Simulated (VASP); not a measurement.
Input of a VASP 6.6.1 run:

POSCAR

```
InP
1.0
    0.0000000000      2.8706770916      2.8706770916
    2.8706770916      0.0000000000      2.8706770916
    2.8706770916      2.8706770916      0.0000000000
In P
1 1
Direct
    0.0000000000      0.0000000000      0.0000000000
    0.7500000000      0.7500000000      0.7500000000
```

File INCAR.step1:

```
SYSTEM = InP
ALGO = Normal
EDIFF = 1E-5
ENCUT = 520
GGA = PE
ISIF = 2
ISMEAR = -1
LASPH = .True.
LCHARG = .False.
LREAL = .False.
LWAVE = .True.
NBANDS = 16
NELM = 80
PREC = Accurate
SIGMA = 0.05
```

Contents of INCAR.step2:

```
SYSTEM = InP
AEXX = 0.5
ALGO = Normal
EDIFF = 1E-6
ENCUT = 520
ISIF = 2
ISMEAR = -1
ISTART = 1
LASPH = .True.
LCHARG = .False.
LHFCALC = .True.
LMIXTAU = .True.
LREAL = .False.
LWAVE = .False.
METAGGA = R2SCAN
NBANDS = 16
NELM = 80
PREC = Accurate
PRECFOCK = Normal
SIGMA = 0.05
```

Contents of KPOINTS:

```
k-points
0
Gamma
  4 4 4
  0 0 0
```

Potentials or basis: VASP PAW PBE potentials, release 64 (In_d, P).

Launch:

```console
$ cat potpaw_PBE.64/In_d/POTCAR potpaw_PBE.64/P/POTCAR > POTCAR
$ cp INCAR.step1 INCAR
$ mpirun -np 1 vasp_std > vasp.out
$ cp INCAR.step2 INCAR
$ mpirun -np 1 vasp_std > vasp.out
```

Q: What does it give for the pressure?

A: 4.7 GPa.

Q: Estimate the band gap on the k mesh.

A: 4.33 eV.

Caveat: the k points lie up to 0.47 Å⁻¹ apart; the PAW data sets were made with another functional, which shifts forces and pressure a little; spin-orbit coupling is left out, which moves the levels of the heavy elements. A k mesh can miss the band edges.
